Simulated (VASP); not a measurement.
Input of a VASP 6.6.1 run:

Contents of INCAR:

```
PREC = Accurate ; ENCUT = 600
EDIFF = 1E-6 ; ISMEAR = 0
SIGMA = 0.05 ; LREAL = F
LASPH = T ; NELM = 100
ALGO = Normal ; ISIF = 3
LWAVE = F ; LCHARG = F
GGA = PS ; IBRION = 2
NSW = 60 ; EDIFFG = -0.01
PSTRESS = 150.0
```

Contents of KPOINTS:

```
regular mesh
0
Gamma
  16 16 16
```

Contents of POSCAR:

```
Hf
1.0
    2.9100000000      0.0000000000      0.0000000000
    0.0000000000      2.9100000000      0.0000000000
    0.0000000000      0.0000000000      2.9100000000
Hf
1
Direct
    0.0000000000      0.0000000000      0.0000000000
```

Potentials or basis: VASP PAW PBE potentials, release 64 (Hf_pv).

Command:

```sh
$ cat potpaw_PBE.64/Hf_pv/POTCAR > POTCAR
$ mpirun -np 1 vasp_std > vasp.out
```

Q: Estimate the relaxed volume.

A: 20.23 Å³/atom.

Q: Estimate the band gap on the k mesh.

A: Zero (band 5 reaches 6.08 eV, above the bottom of band 6 at 3.04 eV).

Q: Predict the space group after relaxing (to 0.05 Å).

A: Pm-3m (No. 221).

Step by step:
```tsv
step	energy change (eV)	largest force (eV/Å)	pressure (GPa)	volume (Å³)
1	0.0000	0.0000	-3.77	24.64
2	1.1331	0.0000	66.86	15.71
3	0.1001	0.0000	13.68	20.44
4	0.1146	0.0000	14.66	20.28
5	0.1222	0.0000	15.12	20.19
6	0.1185	0.0000	14.95	20.23
```

Caveat: the cell is relaxed towards a set pressure, so the enthalpy falls and the energy may rise; the volume moved by over 15 % at a fixed basis, so the end points are rough; the PAW data sets were made with another functional, which shifts forces and pressure a little; spin-orbit coupling is left out, which moves the levels of the heavy elements.
